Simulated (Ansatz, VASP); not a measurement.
## AlN in VASP and in Ansatz

```
Al N
1.0
     0.00000    2.03452    2.03452
     2.03452    0.00000    2.03452
     2.03452    2.03452    0.00000
Al N
1 1
Cartesian
  2.0345 2.0345 2.0345
  0.0000 0.0000 0.0000
```

Alike in both runs: task relaxation of cell and atoms; functional BLYP; dispersion D3(BJ); k mesh 11 × 11 × 11; occupations fermi-dirac, width 0.05 eV; no spin polarisation.

|  | VASP | Ansatz |
| --- | --- | --- |
| version | VASP 6.6.1 | Ansatz 0.2.0 |
| potentials or method | VASP PAW PBE potentials, release 64 (Al, N) | Ansatz PAW |
| plane-wave cutoff (eV) | 600 | 420 |
| valence electrons in the cell | 8 | 8 |

```tsv
	VASP	Ansatz	Ansatz less VASP
gap on the k mesh at the Fermi level, each at its own relaxed structure (eV)	5.03	5.06	+0.025
relaxed volume (Å³/atom)	8.10	8.09	-0.008
relaxed cell length with the largest relative difference (Å)	2.841	2.840	-0.0010
```

VASP's potentials were made for PBE, not for BLYP.

Noted on Ansatz's run: odd divisions of the mesh miss points on the zone boundary, where band edges often lie, so the gap on the mesh can be too wide; the plane-wave basis is chosen anew once the cell has moved, so the energies of steps on either side of that aren't comparable.
